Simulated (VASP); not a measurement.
# Cu (P4/nmm) in VASP: a series of runs

Runs on Cu. Level: PBE. Tasks: single point.

Program: VASP 6.6.1. These are calculated values, not measurements. Logs are shortened: lines on timing, memory, paths and dates and some standing lists are left out, and cuts for length are marked.

## Step 1: The cell of the first run

Symmetry: P4/nmm, No. 129, tetragonal system. Conventional cell: a = 2.556 Å, b = 2.556 Å, c = 3.615 Å, α = 90.00°, β = 90.00°, γ = 90.00°. Within 3.2 Å of Cu (site symmetry 4mm) lie 12 Cu at 2.40 to 2.72 Å.

## Step 2: Single point, PBE (mode 6 (244.6 1/cm) frozen in, largest displacement +0.113 Å)

Contents of INCAR:

```
  PREC = Accurate
  ENCUT = 520
  EDIFF = 1E-7
  ISMEAR = 0
  SIGMA = 0.15
  LREAL = False
  LASPH = True
  NELM = 60
  ALGO = Fast
  ISIF = 2
  LWAVE = False
  LCHARG = False
  GGA = PE
  NBANDS = 18
```

Contents of KPOINTS:

```
regular mesh
0
Gamma
  18 18 14
```

Contents of POSCAR:

```
Cu
1.0
    0.0000000000     -1.8075000000     -1.8075000000
    0.0000000000      1.8075000000     -1.8075000000
    3.6150000000      0.0000000000      0.0000000000
Cu
2
Direct
    0.5000000000      0.5000000000      0.5311203320
    0.0000000000      0.0000000000     -0.0311203320
```

Potentials or basis: VASP PAW PBE potentials, release 64 (Cu).

Started as:

```console
> cat potpaw_PBE.64/Cu/POTCAR > POTCAR
> mpirun -np 1 vasp_std > vasp.out
```

OUTCAR:

```text
PREC = Accurate
   ENCUT = 520
   EDIFF = 1E-7
   ISMEAR = 0
   LREAL = False
   LASPH = True
   NELM = 60
   ISIF = 2
   GGA = PE

 ion  position               nearest neighbor table
   1  0.500  0.500  0.531-   2 2.40   2 2.40   2 2.40   2 2.40   2 2.72   2 2.72   2 2.72   2 2.72

   2  0.000  0.000  0.969-   1 2.40   1 2.40   1 2.40   1 2.40   1 2.72   1 2.72   1 2.72   1 2.72

  LATTYP: Found a simple tetragonal cell.
 ALAT       =     2.5561910140
 C/A-ratio  =     1.4142135624

  Lattice vectors:

 A1 = (   0.0000000000,  -1.8075000000,  -1.8075000000)
 A2 = (   0.0000000000,   1.8075000000,  -1.8075000000)
 A3 = (   3.6150000000,   0.0000000000,   0.0000000000)

Analysis of symmetry for initial positions (statically):
=====================================================================
 Subroutine PRICEL returns:
 Original cell was already a primitive cell.

 Routine SETGRP: Setting up the symmetry group for a
 simple tetragonal supercell.

 Subroutine GETGRP returns: Found 16 space group operations
 (whereof  8 operations were pure point group operations)
 out of a pool of 16 trial point group operations.

The static configuration has the point symmetry C_4v.
 The point group associated with its full space group is D_4h.

Analysis of symmetry for dynamics (positions and initial velocities):
=====================================================================
 Subroutine PRICEL returns:
 Original cell was already a primitive cell.

 Routine SETGRP: Setting up the symmetry group for a
 simple tetragonal supercell.

 Subroutine GETGRP returns: Found 16 space group operations
 (whereof  8 operations were pure point group operations)
 out of a pool of 16 trial point group operations.

The dynamic configuration has the point symmetry C_4v.
 The point group associated with its full space group is D_4h.

 Subroutine INISYM returns: Found 16 space group operations
 (whereof  8 operations are pure point group operations),
 and found     1 'primitive' translations

----------------------------------------------------------------------------------------

                                     Primitive cell

  volume of cell :      23.6208

  direct lattice vectors                    reciprocal lattice vectors
     0.000000000 -1.807500000 -1.807500000     0.000000000 -0.276625173 -0.276625173
     0.000000000  1.807500000 -1.807500000     0.000000000  0.276625173 -0.276625173
     3.615000000  0.000000000  0.000000000     0.276625173  0.000000000  0.000000000

  length of vectors
     2.556191014  2.556191014  3.615000000     0.391207071  0.391207071  0.276625173

  position of ions in fractional coordinates (direct lattice)
     0.500000000  0.500000000  0.531120332
     0.000000000  0.000000000  0.968879668

  ion indices of the primitive-cell ions
   primitive index   ion index
                 1           1
                 2           2

----------------------------------------------------------------------------------------

 KPOINTS: regular mesh

Automatic generation of k-mesh.
 Grid dimensions read from file:
 generate k-points for:   18   18   14

 Generating k-lattice:

  Cartesian coordinates                     Fractional coordinates (reciprocal lattice)
     0.000000000 -0.015368065 -0.015368065     0.055555556  0.000000000  0.000000000
     0.000000000  0.015368065 -0.015368065     0.000000000  0.055555556  0.000000000
     0.019758941  0.000000000  0.000000000     0.000000000  0.000000000  0.071428571

  Length of vectors
     0.021733726  0.021733726  0.019758941

  Shift w.r.t. Gamma in fractional coordinates (k-lattice)
     0.000000000  0.000000000  0.000000000

 Subroutine IBZKPT returns following result:
 ===========================================

 Found    440 irreducible k-points:

 Following reciprocal coordinates:
            Coordinates               Weight
  0.000000  0.000000  0.000000      1.000000
  0.055556  0.000000  0.000000      4.000000
  0.111111  0.000000  0.000000      4.000000
  0.166667  0.000000  0.000000      4.000000
  0.222222  0.000000  0.000000      4.000000
  0.277778  0.000000  0.000000      4.000000
[... 16 lines left out ...]
  0.277778  0.111111  0.000000      8.000000
  0.333333  0.111111  0.000000      8.000000
 [... further k-points ...]
   k-points           NKPTS =    440   k-points in BZ     NKDIM =    440   number of bands    NBANDS=     18
   number of dos      NEDOS =    301   number of ions     NIONS =      2
   total plane-waves  NPLWV =  11200
   dimension x,y,z NGX =    20 NGY =   20 NGZ =   28
   dimension x,y,z NGXF=    40 NGYF=   40 NGZF=   56
   ions per type =               2
   NGX,Y,Z   is equivalent  to a cutoff of  13.01, 13.01, 12.88 a.u.
   NGXF,Y,Z  is equivalent  to a cutoff of  26.01, 26.01, 25.75 a.u.
 SYSTEM =  unknown system
   PREC   = accura    normal or accurate (medium, high low for compatibility)
   ISTART =      0    job   : 0-new  1-cont  2-samecut
   ICHARG =      2    charge: 1-file 2-atom 10-const
   ISPIN  =      1    spin polarized calculation?
   LNONCOLLINEAR =      F non collinear calculations
   LSORBIT =      F    spin-orbit coupling
   LASPH  =      T    aspherical Exc in radial PAW
   ENCUT  =  520.0 eV  38.22 Ry    6.18 a.u.   4.75  4.75  6.72*2*pi/ulx,y,z
   NELM   =     60;   NELMIN=  2; NELMDL= -5     # of ELM steps
   EDIFF  = 0.1E-06   stopping-criterion for ELM
   LREAL  =      F    real-space projection
   EDIFFG = 0.1E-05   stopping-criterion for IOM
   NSW    =      0    number of steps for IOM
   IBRION =     -1    ionic relax: 0-MD 1-quasi-New 2-CG
   NFREE  =      0    steps in history (QN), initial steepest desc. (CG)
   ISIF   =      2    stress and relaxation
   ISYM   =      2    0-nonsym 1-usesym 2-fastsym
   POTIM  = 0.5000    time-step for ionic-motion
   TEBEG  =    0.0;   TEEND  =   0.0 temperature during run
   PSTRESS=    0.0 pullay stress
   NELECT =      22.0000    total number of electrons
   NUPDOWN=      -1.0000    fix difference up-down
   EMIN   =  10.00;   EMAX   =-10.00  energy-range for DOS
   EFERMI =   0.00;   METHOD = LEGACY
   ISMEAR =     0;   SIGMA  =   0.15  broadening in eV -4-tet -1-fermi 0-gaus
   EFERMI_NEDOS =   21; number of points for ismear=-14 and -15
   IALGO  =     68    algorithm
   IMIX   =      4    mixing-type and parameters
     AMIX     =   0.40;   BMIX     =  1.00
     AMIX_MAG =   1.60;   BMIX_MAG =  1.00
  volume/ion in A,a.u.               =      11.81        79.70
  Fermi-wavevector in a.u.,A,eV,Ry     =   1.598763  3.021224 34.777078  2.556043
  Thomas-Fermi vector in A             =   2.696162
   LORBIT       =      0    0 simple, 1 ext, 2 COOP (PROOUT), +10 PAW based schemes
   GGA     = PE    functional components
   LHFCALC =     F    Hartree Fock is set to
   AEXX    =    0.0000 exact exchange contribution
   IVDW    =     0    specifies the selected vdW correction
   LEPSILON=     F    determine dielectric tensor
   LRPA    =     F    only Hartree local field effects (RPA)
 non-spin polarized calculation
 RMM-DIIS sequential band-by-band and
 Gauss-broadening in eV      SIGMA  =   0.15
  energy-cutoff  :      520.00
  volume of cell :       23.62
 maximum number of plane-waves:       664
 NGX is ok and might be reduce to    20
   NGX =  9   NGY =  9   NGZ = 13

 number of electron      21.9999966 magnetization

 Free energy of the ion-electron system (eV)
  ---------------------------------------------------
  ext. energy  EPLUGINS =         0.00000000
  ---------------------------------------------------
  free energy    TOTEN  =        -7.27590880 eV

  energy without entropy =       -7.26953087  energy(sigma->0) =       -7.27271983

 E-fermi :   7.6182     XC(G=0): -12.7014

 val. band max:        7.6143337148   @ k =   0.5000   0.1667   0.1429
 cond. band min:       7.6200740285   @ k =   0.3333   0.2778   0.4286
 fundamental gap:      0.0057403136
 Fermi energy:         7.6182068329

 k-point     1 :       0.0000    0.0000    0.0000
  band No.  band energies     occupation
      1      -1.7802      2.00000
      2       2.6475      2.00000
      3       3.0415      2.00000
      4       4.5062      2.00000
      5       4.5062      2.00000
      6       4.6077      2.00000
[... 10 lines left out ...]
     17      27.7904      0.00000
     18      30.3488      0.00000

 k-point     2 :       0.0556    0.0000    0.0000
  band No.  band energies     occupation
      1      -1.7051      2.00000
      2       2.6822      2.00000
      3       3.0614      2.00000
      4       4.4920      2.00000
      5       4.5165      2.00000
      6       4.6227      2.00000
[... 10 lines left out ...]
     17      28.3063      0.00000
     18      30.0020      0.00000

 k-point     3 :       0.1111    0.0000    0.0000
  band No.  band energies     occupation
      1      -1.4813      2.00000
      2       2.7811      2.00000
      3       3.1196      2.00000
      4       4.4521      2.00000
      5       4.5461      2.00000
      6       4.6581      2.00000
[... 10 lines left out ...]
     17      28.6895      0.00000
     18      29.8315      0.00000

 k-point     4 :       0.1667    0.0000    0.0000
  band No.  band energies     occupation
      1      -1.1141      2.00000
      2       2.9278      2.00000
      3       3.2130      2.00000
      4       4.3951      2.00000
      5       4.5917      2.00000
      6       4.6756      2.00000
[... 10 lines left out ...]
     17      27.1342      0.00000
     18      27.8772      0.00000

 k-point     5 :       0.2222    0.0000    0.0000
  band No.  band energies     occupation
      1      -0.6128      2.00000
      2       3.0924      2.00000
      3       3.3380      2.00000
      4       4.3341      2.00000
      5       4.6001      2.00000
      6       4.6472      2.00000
[... 10 lines left out ...]
     17      26.0020      0.00000
     18      26.7973      0.00000

 k-point     6 :       0.2778    0.0000    0.0000
  band No.  band energies     occupation
      1       0.0064      2.00000
      2       3.2311      2.00000
      3       3.4930      2.00000
      4       4.2844      2.00000
      5       4.4263      2.00000
      6       4.7027      2.00000
[... 10 lines left out ...]
     17      24.2410      0.00000
     18      27.0902      0.00000

 k-point     7 :       0.3333    0.0000    0.0000
  band No.  band energies     occupation
      1       0.7166      2.00000
      2       3.3047      2.00000
      3       3.6630      2.00000
      4       4.2359      2.00000
      5       4.2584      2.00000
      6       4.7457      2.00000
[... 10 lines left out ...]
     17      24.2465      0.00000
     18      27.4730      0.00000

 k-point     8 :       0.3889    0.0000    0.0000
  band No.  band energies     occupation
      1       1.4714      2.00000
      2       3.2875      2.00000
      3       3.8080      2.00000
      4       4.0775      2.00000
      5       4.2676      2.00000
      6       4.7669      2.00000
[... 10 lines left out ...]
     17      25.4123      0.00000
     18      27.9575      0.00000
[... 229 lines left out ...]
     17      26.4256      0.00000
     18      26.4256      0.00000

 k-point    20 :       0.1111    0.1111    0.0000
  band No.  band energies     occupation
      1      -1.1861      2.00000
      2       2.9068      2.00000
      3       3.1999      2.00000
      4       4.3591      2.00000
      5       4.6211      2.00000
      6       4.7316      2.00000
[... 10 lines left out ...]
     17      28.7989      0.00000
     18      29.3877      0.00000

 k-point    21 :       0.1667    0.1111    0.0000
  band No.  band energies     occupation
      1      -0.8241      2.00000
      2       3.0434      2.00000
      3       3.2936      2.00000
      4       4.2888      2.00000
      5       4.6754      2.00000
      6       4.7153      2.00000
[... 10 lines left out ...]
     17      27.8757      0.00000
     18      29.3684      0.00000

 k-point    22 :       0.2222    0.1111    0.0000
  band No.  band energies     occupation
      1      -0.3316      2.00000
      2       3.1988      2.00000
      3       3.4077      2.00000
      4       4.2234      2.00000
      5       4.4978      2.00000
      6       4.7305      2.00000
[... 10 lines left out ...]
     17      26.0958      0.00000
     18      29.9262      0.00000

 k-point    23 :       0.2778    0.1111    0.0000
  band No.  band energies     occupation
      1       0.2734      2.00000
      2       3.3428      2.00000
      3       3.5180      2.00000
      4       4.1785      2.00000
      5       4.2699      2.00000
      6       4.7831      2.00000
[... 10 lines left out ...]
     17      24.3714      0.00000
     18      29.8033      0.00000

 k-point    24 :       0.3333    0.1111    0.0000
  band No.  band energies     occupation
      1       0.9610      2.00000
      2       3.4320      2.00000
      3       3.6071      2.00000
      4       4.0682      2.00000
      5       4.1652      2.00000
      6       4.8266      2.00000
[... 10 lines left out ...]
     17      22.7679      0.00000
     18      28.4537      0.00000

 [... further k-points ...]

------------------------ aborting loop because EDIFF is reached ----------------------------------------

  FORCE on cell =-STRESS in cart. coord.  units (eV):
  Direction    XX          YY          ZZ          XY          YZ          ZX
  --------------------------------------------------------------------------------------
  -------------------------------------------------------------------------------------
  Total        0.9451722      1.0798695      1.0798695     -0.0000000      0.0000000      0.0000000
  in kB       64.1101237     73.2465138     73.2465138     -0.0000000      0.0000000      0.0000000
  external PRESSURE =      70.2010505 kB  Pullay stress =       0.0000000 kB

 VOLUME and BASIS-vectors are now :
 -----------------------------------------------------------------------------
  energy-cutoff  :      520.00
  volume of cell :       23.62
      direct lattice vectors                 reciprocal lattice vectors
     0.000000000 -1.807500000 -1.807500000     0.000000000 -0.276625173 -0.276625173
     0.000000000  1.807500000 -1.807500000     0.000000000  0.276625173 -0.276625173
     3.615000000  0.000000000  0.000000000     0.276625173  0.000000000  0.000000000

 POSITION                                       TOTAL-FORCE (eV/Angst)
 -----------------------------------------------------------------------------------
      1.92000      0.00000     -1.80750        -1.640066     -0.000000     -0.000000
      3.50250      0.00000      0.00000         1.640066      0.000000      0.000000
 -----------------------------------------------------------------------------------
    total drift:                                0.000000      0.000000      0.000000

  FREE ENERGIE OF THE ION-ELECTRON SYSTEM (eV)
  ---------------------------------------------------
  free  energy   TOTEN  =        -7.2759088006 eV

  energy  without entropy=       -7.2695308680  energy(sigma->0) =       -7.27271983
```

Wall time 69 s (1 thread of Intel Xeon 6975P-C (Granite Rapids), shared host); peak memory 0.25 GiB.

Results:

```
Free energy            : -7.2759 eV
Pressure               : 7.0 GPa
Largest force          : 1.640 eV/Å
Band gap on the k mesh : zero (band 11 reaches 13.03 eV, above the bottom of band 12 at 5.83 eV)
```

Forces in eV/Å, atoms in the order of the input:
```
Cu  -1.640  0.000  0.000
Cu   1.640  0.000  0.000
```

Caveat: the cell differs from its parent crystal (mode 6 (244.6 1/cm) frozen in, largest displacement +0.113 Å); forces of over 1 eV/Å act on the atoms, so gaps and moduli don't describe the material at rest.

(Continued in part 2 of 2.)
